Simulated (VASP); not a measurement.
Here is a VASP 6.6.1 calculation.

The input INCAR:

```
ALGO     = Normal         # electronic algorithm
EDIFF    = 1E-6           # SCF threshold, eV
ENCUT    = 600            # plane-wave cutoff, eV
GGA      = PE             # functional
GGA_COMPAT= F            
ISIF     = 2              # what is computed and relaxed
ISMEAR   = 0              # smearing method
LASPH    = T              # aspherical terms in the spheres
LCHARG   = F              # write CHGCAR
LREAL    = F              # projectors in reciprocal space
LWAVE    = F              # write WAVECAR
NBANDS   = 19             # bands
NELM     = 120            # most SCF steps
PREC     = Accurate       # precision mode
SIGMA    = 0.01           # smearing width, eV
```

KPOINTS

```
k-points
0
Gamma
  6 6 6
```

Contents of POSCAR:

```
ZrO2
1.0
    0.0000000000      2.5356849173      2.5356849173
    2.5356849173      0.0000000000      2.5356849173
    2.5356849173      2.5356849173      0.0000000000
Zr O
1 2
Direct
    0.0000000000      0.0000000000      0.0000000000
    0.2500000000      0.2500000000      0.2500000000
    0.7500000000      0.7500000000      0.7500000000
```

Potentials or basis: VASP PAW PBE potentials, release 64 (Zr_sv, O).

Run with:

```sh
$ cat potpaw_PBE.64/Zr_sv/POTCAR potpaw_PBE.64/O/POTCAR > POTCAR
$ mpirun -np 1 vasp_std > vasp.out
```

(1) Estimate the band gap on the k mesh.

(2) Predict the pressure.

Results:

(1) 3.38 eV, indirect (least direct gap 3.84 eV).

(2) 6.6 GPa.
